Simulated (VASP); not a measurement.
Input of a VASP 6.6.1 run:

The input INCAR:

```
PREC = Accurate
ENCUT = 520
EDIFF = 1E-6
ISMEAR = -1
SIGMA = 0.05
LREAL = F
LASPH = T
NELM = 60
ALGO = Normal
ISIF = 2
LWAVE = F
LCHARG = F
GGA = PS
IVDW = 13
NBANDS = 12
```

KPOINTS

```
Automatic mesh
0
Gamma
  12 12 12
```

Contents of POSCAR:

```
Zn
1.0
    0.0000000000      1.9023434661      1.9023434661
    1.9023434661      0.0000000000      1.9023434661
    1.9023434661      1.9023434661      0.0000000000
Zn
1
Direct
    0.0000000000      0.0000000000      0.0000000000
```

Potentials or basis: VASP PAW PBE potentials, release 64 (Zn).

The run is started by

```console
$ cat potpaw_PBE.64/Zn/POTCAR > POTCAR
$ mpirun -np 1 vasp_std > vasp.out
```

Q: Estimate the dispersion energy per atom.

A: -0.204 eV.

Q: Predict the band gap on the k mesh.

A: Zero (band 6 reaches 5.93 eV, above the bottom of band 7 at 2.41 eV).

Q: Estimate the pressure.

A: 0.5 GPa.

Caveat: the PAW data sets were made with another functional, which shifts forces and pressure a little; pairwise dispersion overbinds metals, which lowers pressure and volume.
